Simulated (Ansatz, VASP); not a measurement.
**AlP in VASP and in Ansatz**

```
CELL_PARAMETERS angstrom
0.00000 2.73200 2.73200
2.73200 0.00000 2.73200
2.73200 2.73200 0.00000
ATOMIC_POSITIONS crystal
Al 0.00000 0.00000 0.00000
P 0.25000 0.25000 0.25000
```

Alike in both runs: task relaxation of cell and atoms; functional r2SCAN; k mesh 8 × 8 × 8; occupations gaussian, width 0.02 eV; no spin polarisation.

|  | VASP | Ansatz |
| --- | --- | --- |
| version | VASP 6.6.1 | Ansatz 0.2.0 |
| potentials or method | VASP PAW PBE potentials, release 64 (Al, P), cutoff 550 eV | scalar-relativistic, plane waves, PAW |
| valence electrons in the cell | 8 | 8 |

|  | VASP | Ansatz | Ansatz less VASP |
| --- | --- | --- | --- |
| gap on the k mesh at the Fermi level, each at its own relaxed structure (eV) | 1.92 | 1.93 | +0.002 |
| relaxed volume (Å³/atom) | 20.49 | 20.55 | +0.066 |
| relaxed length of the cell vector where the two differ most in proportion (Å) | 3.870 | 3.874 | +0.0042 |

VASP's potentials were made for PBE, not for r2SCAN.
